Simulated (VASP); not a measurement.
# Sc (Im-3m) in VASP: a series of runs

Sc is run at these levels: PBE; tasks: single point.

All numbers are computed with VASP 6.6.1; they aren't measurements. Logs are shortened: lines on timing, memory, paths and dates and some standing lists are left out, and cuts for length are marked.

### Step 1. The cell of the first run

Symmetry: Im-3m, No. 229, cubic system. The conventional cell has a = 3.603 Å, b = 3.603 Å, c = 3.603 Å, α = 90.00°, β = 90.00°, γ = 90.00°. Sc (site symmetry m-3m) has 14 Sc at 3.12 to 3.60 Å within 4.1 Å.

This isn't the form of Sc at room conditions, which is hcp.

### Step 2. Single point, PBE

File INCAR:

```
PREC = Accurate
ENCUT = 520
EDIFF = 1E-6
ISMEAR = -1
SIGMA = 0.06122561905347299
LREAL = F
LASPH = T
NELM = 60
ALGO = Normal
ISIF = 2
LWAVE = F
LCHARG = F
GGA = PE
NBANDS = 12
```

File KPOINTS:

```
Automatic mesh
0
Gamma
  21 21 21
```

File POSCAR:

```
Sc
1.0
   -1.8016241616      1.8016241616      1.8016241616
    1.8016241616     -1.8016241616      1.8016241616
    1.8016241616      1.8016241616     -1.8016241616
Sc
1
Direct
    0.0000000000      0.0000000000      0.0000000000
```

Potentials or basis: VASP PAW PBE potentials, release 64 (Sc_sv).

On the command line:

```sh
> cat potpaw_PBE.64/Sc_sv/POTCAR > POTCAR
> mpirun -np 1 vasp_std > vasp.out
```

OUTCAR:

```text
PREC = Accurate
   ENCUT = 520
   EDIFF = 1E-6
   ISMEAR = -1
   LREAL = F
   LASPH = T
   NELM = 60
   ISIF = 2
   GGA = PE

 ion  position               nearest neighbor table
   1  0.000  0.000  0.000-

  LATTYP: Found a body centered cubic cell.
 ALAT       =     3.6032483232

  Lattice vectors:

 A1 = (  -1.8016241616,   1.8016241616,   1.8016241616)
 A2 = (   1.8016241616,  -1.8016241616,   1.8016241616)
 A3 = (   1.8016241616,   1.8016241616,  -1.8016241616)

Analysis of symmetry for initial positions (statically):
=====================================================================
 Subroutine PRICEL returns:
 Original cell was already a primitive cell.

 Routine SETGRP: Setting up the symmetry group for a
 body centered cubic supercell.

 Subroutine GETGRP returns: Found 48 space group operations
 (whereof 48 operations were pure point group operations)
 out of a pool of 48 trial point group operations.

The static configuration has the point symmetry O_h .

Analysis of symmetry for dynamics (positions and initial velocities):
=====================================================================
 Subroutine PRICEL returns:
 Original cell was already a primitive cell.

 Routine SETGRP: Setting up the symmetry group for a
 body centered cubic supercell.

 Subroutine GETGRP returns: Found 48 space group operations
 (whereof 48 operations were pure point group operations)
 out of a pool of 48 trial point group operations.

The dynamic configuration has the point symmetry O_h .

 Subroutine INISYM returns: Found 48 space group operations
 (whereof 48 operations are pure point group operations),
 and found     1 'primitive' translations

----------------------------------------------------------------------------------------

                                     Primitive cell

  volume of cell :      23.3912

  direct lattice vectors                    reciprocal lattice vectors
    -1.801624162  1.801624162  1.801624162     0.000000000  0.277527362  0.277527362
     1.801624162 -1.801624162  1.801624162     0.277527362  0.000000000  0.277527362
     1.801624162  1.801624162 -1.801624162     0.277527362  0.277527362  0.000000000

  length of vectors
     3.120504584  3.120504584  3.120504584     0.392482959  0.392482959  0.392482959

  position of ions in fractional coordinates (direct lattice)
     0.000000000  0.000000000  0.000000000

  ion indices of the primitive-cell ions
   primitive index   ion index
                 1           1

----------------------------------------------------------------------------------------

 KPOINTS: Automatic mesh

Automatic generation of k-mesh.
 Grid dimensions read from file:
 generate k-points for:   21   21   21

 Generating k-lattice:

  Cartesian coordinates                     Fractional coordinates (reciprocal lattice)
     0.000000000  0.013215589  0.013215589     0.047619048  0.000000000  0.000000000
     0.013215589  0.000000000  0.013215589     0.000000000  0.047619048  0.000000000
     0.013215589  0.013215589  0.000000000     0.000000000  0.000000000  0.047619048

  Length of vectors
     0.018689665  0.018689665  0.018689665

  Shift w.r.t. Gamma in fractional coordinates (k-lattice)
     0.000000000  0.000000000  0.000000000

 Subroutine IBZKPT returns following result:
 ===========================================

 Found    286 irreducible k-points:

 Following reciprocal coordinates:
            Coordinates               Weight
  0.000000  0.000000  0.000000      1.000000
  0.047619  0.000000  0.000000     12.000000
  0.095238  0.000000  0.000000     12.000000
  0.142857  0.000000  0.000000     12.000000
  0.190476  0.000000  0.000000     12.000000
  0.238095  0.000000  0.000000     12.000000
[... 16 lines left out ...]
  0.142857  0.095238  0.000000     48.000000
  0.190476  0.095238  0.000000     48.000000
 [... further k-points ...]
   k-points           NKPTS =    286   k-points in BZ     NKDIM =    286   number of bands    NBANDS=     12
   number of dos      NEDOS =    301   number of ions     NIONS =      1
   total plane-waves  NPLWV =  13824
   dimension x,y,z NGX =    24 NGY =   24 NGZ =   24
   dimension x,y,z NGXF=    48 NGYF=   48 NGZF=   48
   ions per type =               1
   NGX,Y,Z   is equivalent  to a cutoff of  12.79, 12.79, 12.79 a.u.
   NGXF,Y,Z  is equivalent  to a cutoff of  25.57, 25.57, 25.57 a.u.
 SYSTEM =  unknown system
   PREC   = accura    normal or accurate (medium, high low for compatibility)
   ISTART =      0    job   : 0-new  1-cont  2-samecut
   ICHARG =      2    charge: 1-file 2-atom 10-const
   ISPIN  =      1    spin polarized calculation?
   LNONCOLLINEAR =      F non collinear calculations
   LSORBIT =      F    spin-orbit coupling
   LASPH  =      T    aspherical Exc in radial PAW
   ENCUT  =  520.0 eV  38.22 Ry    6.18 a.u.   5.80  5.80  5.80*2*pi/ulx,y,z
   NELM   =     60;   NELMIN=  2; NELMDL= -5     # of ELM steps
   EDIFF  = 0.1E-05   stopping-criterion for ELM
   LREAL  =      F    real-space projection
   EDIFFG = 0.1E-04   stopping-criterion for IOM
   NSW    =      0    number of steps for IOM
   IBRION =     -1    ionic relax: 0-MD 1-quasi-New 2-CG
   NFREE  =      0    steps in history (QN), initial steepest desc. (CG)
   ISIF   =      2    stress and relaxation
   ISYM   =      2    0-nonsym 1-usesym 2-fastsym
   POTIM  = 0.5000    time-step for ionic-motion
   TEBEG  =    0.0;   TEEND  =   0.0 temperature during run
   PSTRESS=    0.0 pullay stress
   NELECT =      11.0000    total number of electrons
   NUPDOWN=      -1.0000    fix difference up-down
   EMIN   =  10.00;   EMAX   =-10.00  energy-range for DOS
   EFERMI =   0.00;   METHOD = LEGACY
   ISMEAR =    -1;   SIGMA  =   0.06  broadening in eV -4-tet -1-fermi 0-gaus
   EFERMI_NEDOS =   21; number of points for ismear=-14 and -15
   IALGO  =     38    algorithm
   IMIX   =      4    mixing-type and parameters
     AMIX     =   0.40;   BMIX     =  1.00
     AMIX_MAG =   1.60;   BMIX_MAG =  1.00
  volume/ion in A,a.u.               =      23.39       157.85
  Fermi-wavevector in a.u.,A,eV,Ry     =   1.273078  2.405768 22.051323  1.620726
  Thomas-Fermi vector in A             =   2.405921
   LORBIT       =      0    0 simple, 1 ext, 2 COOP (PROOUT), +10 PAW based schemes
   GGA     = PE    functional components
   LHFCALC =     F    Hartree Fock is set to
   AEXX    =    0.0000 exact exchange contribution
   IVDW    =     0    specifies the selected vdW correction
   LEPSILON=     F    determine dielectric tensor
   LRPA    =     F    only Hartree local field effects (RPA)
 non-spin polarized calculation
  energy-cutoff  :      520.00
  volume of cell :       23.39
 maximum number of plane-waves:       645
   NGX = 11   NGY = 11   NGZ = 11

 number of electron      11.0000001 magnetization

 Free energy of the ion-electron system (eV)
  ---------------------------------------------------
  ext. energy  EPLUGINS =         0.00000000
  ---------------------------------------------------
  free energy    TOTEN  =        -6.14348930 eV

  energy without entropy =       -6.11308821  energy(sigma->0) =       -6.12828875

 E-fermi :   4.1160     XC(G=0): -10.0929

 val. band max:        4.1067911199   @ k =  -0.4762   0.4762   0.1429
 cond. band min:       4.1175464602   @ k =   0.3333   0.2381   0.0476
 fundamental gap:      0.0107553403
 Fermi energy:         4.1159737199

 k-point     1 :       0.0000    0.0000    0.0000
  band No.  band energies     occupation
      1     -45.3419      2.00000
      2     -23.7175      2.00000
      3     -23.7175      2.00000
      4     -23.7175      2.00000
      5      -1.2274      2.00000
      6       5.6354      0.00000
      7       5.6354      0.00000
      8       5.6354      0.00000
      9       7.1329      0.00000
     10       7.1329      0.00000
     11      18.5588      0.00000
     12      18.5588      0.00000

 k-point     2 :       0.0476    0.0000    0.0000
  band No.  band energies     occupation
      1     -45.3402      2.00000
      2     -23.7283      2.00000
      3     -23.7209      2.00000
      4     -23.7175      2.00000
      5      -1.1634      2.00000
      6       5.6023      0.00000
      7       5.6240      0.00000
      8       5.6834      0.00000
      9       7.0922      0.00000
     10       7.1345      0.00000
     11      18.4743      0.00000
     12      18.5576      0.00000

 k-point     3 :       0.0952    0.0000    0.0000
  band No.  band energies     occupation
      1     -45.3351      2.00000
      2     -23.7599      2.00000
      3     -23.7307      2.00000
      4     -23.7177      2.00000
      5      -0.9742      2.00000
      6       5.5077      0.00000
      7       5.5787      0.00000
      8       5.8259      0.00000
      9       6.9931      0.00000
     10       7.1406      0.00000
     11      18.1899      0.00000
     12      18.5069      0.00000
[... 286 lines left out ...]
 k-point    23 :       0.1429    0.0952    0.0000
  band No.  band energies     occupation
      1     -45.3128      2.00000
      2     -23.8921      2.00000
      3     -23.7637      2.00000
      4     -23.7310      2.00000
      5      -0.0866      2.00000
      6       5.1504      0.00000
      7       5.1738      0.00000
      8       6.5299      0.00000
      9       6.7484      0.00000
     10       7.2579      0.00000
     11      16.8343      0.00000
     12      17.4078      0.00000

 k-point    24 :       0.1905    0.0952    0.0000
  band No.  band energies     occupation
      1     -45.3018      2.00000
      2     -23.9536      2.00000
      3     -23.7873      2.00000
      4     -23.7325      2.00000
      5       0.3957      2.00000
      6       4.9286      0.00000
      7       4.9855      0.00000
      8       6.7540      0.00000
      9       6.9131      0.00000
     10       7.3123      0.00000
     11      15.8720      0.00000
     12      16.8269      0.00000

 [... further k-points ...]
[... 5 lines left out ...]
  --------------------------------------------------------------------------------------
  -------------------------------------------------------------------------------------
  Total        0.5356760      0.5356760      0.5356760     -0.0000000     -0.0000000     -0.0000000
  in kB       36.6910539     36.6910539     36.6910539     -0.0000000     -0.0000000     -0.0000000
  external PRESSURE =      36.6910539 kB  Pullay stress =       0.0000000 kB

 VOLUME and BASIS-vectors are now :
 -----------------------------------------------------------------------------
  energy-cutoff  :      520.00
  volume of cell :       23.39
      direct lattice vectors                 reciprocal lattice vectors
    -1.801624162  1.801624162  1.801624162     0.000000000  0.277527362  0.277527362
     1.801624162 -1.801624162  1.801624162     0.277527362  0.000000000  0.277527362
     1.801624162  1.801624162 -1.801624162     0.277527362  0.277527362  0.000000000

 POSITION                                       TOTAL-FORCE (eV/Angst)
 -----------------------------------------------------------------------------------
      0.00000      0.00000      0.00000         0.000000      0.000000     -0.000000
 -----------------------------------------------------------------------------------
    total drift:                               -0.000000      0.000000      0.000000

  FREE ENERGIE OF THE ION-ELECTRON SYSTEM (eV)
  ---------------------------------------------------
  free  energy   TOTEN  =        -6.1434892979 eV

  energy  without entropy=       -6.1130882085  energy(sigma->0) =       -6.12828875
```

Run time: 80 s. Hardware: 1 thread of Oxide Virtual Turin-like, shared host; peak memory 0.16 GiB.

What came out:

```
Free energy            : -6.1435 eV
Pressure               : 3.7 GPa
Band gap on the k mesh : zero (an odd number of electrons rules out a gap without spin polarisation)
```

Levels at points of the mesh, in eV from the Fermi level:
| k point | band 3 | band 4 | band 5 | band 6 | band 7 | band 8 |
| --- | --- | --- | --- | --- | --- | --- |
| (0.00, 0.00, 0.00) | -27.83 | -27.83 | -5.34 | 1.52 | 1.52 | 1.52 |

Caveat: the cell stands under pressure.

### Step 3. Single point, PBE

This run uses another cell than the first one, of 23.89 Å³/atom.

File INCAR:

```
PREC     = Accurate       # precision mode
ENCUT    = 520            # plane-wave cutoff, eV
EDIFF    = 1E-6           # SCF threshold, eV
ISMEAR   = -1             # smearing method
SIGMA    = 0.06122561905347299 # smearing width, eV
LREAL    = False          # projectors in reciprocal space
LASPH    = True           # aspherical terms in the spheres
NELM     = 60             # most SCF steps
ALGO     = Normal         # electronic algorithm
ISIF     = 2              # what is computed and relaxed
LWAVE    = False          # write WAVECAR
LCHARG   = False          # write CHGCAR
GGA      = PE             # functional
NBANDS   = 12             # bands
```

KPOINTS is that of step 2.

File POSCAR:

```
Sc
1.0
   -1.8143120738      1.8143120738      1.8143120738
    1.8143120738     -1.8143120738      1.8143120738
    1.8143120738      1.8143120738     -1.8143120738
Sc
1
Direct
    0.0000000000      0.0000000000      0.0000000000
```

Potentials or basis: VASP PAW PBE potentials, release 64 (Sc_sv).

On the command line:

```sh
> cat potpaw_PBE.64/Sc_sv/POTCAR > POTCAR
> mpirun -np 1 vasp_std > vasp.out
```

OUTCAR:

```text
PREC = Accurate
   ENCUT = 520
   EDIFF = 1E-6
   ISMEAR = -1
   LREAL = False
   LASPH = True
   NELM = 60
   ISIF = 2
   GGA = PE

 ion  position               nearest neighbor table
   1  0.000  0.000  0.000-

  LATTYP: Found a body centered cubic cell.
 ALAT       =     3.6286241476

  Lattice vectors:

 A1 = (  -1.8143120738,   1.8143120738,   1.8143120738)
 A2 = (   1.8143120738,  -1.8143120738,   1.8143120738)
[... 527 lines left out ...]
      1     -45.4899      2.00000
      2     -24.1358      2.00000
      3     -23.9812      2.00000
      4     -23.9299      2.00000
      5       0.2798      2.00000
      6       4.7897      0.00000
      7       4.8448      0.00000
      8       6.5687      0.00000
      9       6.7191      0.00000
     10       7.1094      0.00000
     11      15.5338      0.00000
     12      16.5143      0.00000

 [... further k-points ...]
[... 5 lines left out ...]
  --------------------------------------------------------------------------------------
  -------------------------------------------------------------------------------------
  Total        0.3508535      0.3508535      0.3508535     -0.0000000      0.0000000      0.0000000
  in kB       23.5310045     23.5310045     23.5310045     -0.0000000      0.0000000      0.0000000
  external PRESSURE =      23.5310045 kB  Pullay stress =       0.0000000 kB

 VOLUME and BASIS-vectors are now :
 -----------------------------------------------------------------------------
  energy-cutoff  :      520.00
  volume of cell :       23.89
      direct lattice vectors                 reciprocal lattice vectors
    -1.814312074  1.814312074  1.814312074     0.000000000  0.275586547  0.275586547
     1.814312074 -1.814312074  1.814312074     0.275586547  0.000000000  0.275586547
     1.814312074  1.814312074 -1.814312074     0.275586547  0.275586547  0.000000000

 POSITION                                       TOTAL-FORCE (eV/Angst)
 -----------------------------------------------------------------------------------
      0.00000      0.00000      0.00000        -0.000000     -0.000000      0.000000
 -----------------------------------------------------------------------------------
    total drift:                                0.000000      0.000000      0.000000

  FREE ENERGIE OF THE ION-ELECTRON SYSTEM (eV)
  ---------------------------------------------------
  free  energy   TOTEN  =        -6.1530369072 eV

  energy  without entropy=       -6.1221292559  energy(sigma->0) =       -6.13758308
```

It took 73 s on 1 thread of Oxide Virtual Turin-like, shared host; peak memory 0.16 GiB.

What came out:

```
Free energy            : -6.1530 eV
Pressure               : 2.4 GPa
Band gap on the k mesh : zero (an odd number of electrons rules out a gap without spin polarisation)
```

Levels at points of the mesh, in eV from the Fermi level:
```
           k point  band 3  band 4  band 5  band 6  band 7  band 8
(0.00, 0.00, 0.00)  -27.90  -27.90   -5.30    1.49    1.49    1.49
```

### Step 4. Single point, PBE

This run uses another cell than the first one, of 24.39 Å³/atom.

File INCAR:

```
ALGO     = Normal         # electronic algorithm
EDIFF    = 1E-6           # SCF threshold, eV
ENCUT    = 520            # plane-wave cutoff, eV
GGA      = PE             # functional
ISIF     = 2              # what is computed and relaxed
ISMEAR   = -1             # smearing method
LASPH    = True           # aspherical terms in the spheres
LCHARG   = False          # write CHGCAR
LREAL    = False          # projectors in reciprocal space
LWAVE    = False          # write WAVECAR
NBANDS   = 12             # bands
NELM     = 100            # most SCF steps
PREC     = Accurate       # precision mode
SIGMA    = 0.06122561905347299 # smearing width, eV
```

File KPOINTS:

```
k-points
0
Gamma
  21 21 21
```

File POSCAR:

```
Sc
1.0
   -1.8268249662      1.8268249662      1.8268249662
    1.8268249662     -1.8268249662      1.8268249662
    1.8268249662      1.8268249662     -1.8268249662
Sc
1
Direct
    0.0000000000      0.0000000000      0.0000000000
```

On the command line:

```sh
> cat potpaw_PBE.64/Sc_sv/POTCAR > POTCAR
> mpirun -np 1 vasp_std > vasp.out
```

It took 74 s on 1 thread of Oxide Virtual Turin-like, shared host; peak memory 0.16 GiB.

It converged, with:

* Free energy: -6.1587 eV
* Pressure: 1.1 GPa
* Band gap on the k mesh: zero (an odd number of electrons rules out a gap without spin polarisation)

Levels at points of the mesh, in eV from the Fermi level:
| k point | band 2 | band 3 | band 4 | band 5 | band 6 | band 7 | band 8 | band 9 |
| --- | --- | --- | --- | --- | --- | --- | --- | --- |
| (0.00, 0.00, 0.00) | -27.97 | -27.97 | -27.97 | -5.26 | 1.46 | 1.46 | 1.46 | 2.89 |

(Part 1 of 2 ends here.)
